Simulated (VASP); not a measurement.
Set up this calculation in VASP 6.6.1, as the native input.

| Item | Value |
| --- | --- |
| Task | single point |
| Functional | PBEsol |
| Potentials or basis | VASP PAW PBE potentials, release 64 (Mg, Sc_sv) |
| Cutoff | 520 eV |
| k mesh | 5 × 5 × 5 |
| Occupations | methfessel-paxton, width 0.15 eV |
| Spin | no spin polarisation |
| Dipole correction | no |
| Further INCAR settings | ALGO = Normal; EDIFF = 1e-07; NBANDS = 16 |

The structure of Mg3Sc lies in POSCAR:

```
Mg3Sc
1.0
    4.3894334255      0.0000000000      0.0000000000
    0.0000000000      4.3894334255      0.0000000000
    0.0000000000      0.0000000000      4.3894334255
Mg Sc
3 1
Direct
    0.5000000000      0.5000000000      0.0000000000
    0.5000000000      0.0000000000      0.5000000000
    0.0000000000      0.5000000000      0.5000000000
    0.0000000000      0.0000000000      0.0000000000
```

These files were run (other wordings do the same):

INCAR

```
PREC = Accurate
ENCUT = 520
EDIFF = 1E-7
ISMEAR = 1
SIGMA = 0.15
LREAL = False
LASPH = True
NELM = 80
ALGO = Normal
ISIF = 2
LWAVE = False
LCHARG = True
GGA = PS
LELF = True
LVHAR = True
NBANDS = 16
```

KPOINTS

```
Automatic mesh
0
Gamma
  5 5 5
```

Potentials or basis: VASP PAW PBE potentials, release 64 (Mg, Sc_sv).

Run with:

```console
$ cat potpaw_PBE.64/Mg/POTCAR potpaw_PBE.64/Sc_sv/POTCAR > POTCAR
$ mpirun -np 1 vasp_std > vasp.out
```

Results of the run:

- Pressure: 2.9 GPa

Caveat: the PAW data sets were made with another functional, which shifts forces and pressure a little.

Run time: 15 s on 1 thread of AMD EPYC 9R45 96-Core Processor (Zen 5), on a shared host, peak memory 0.17 GiB.
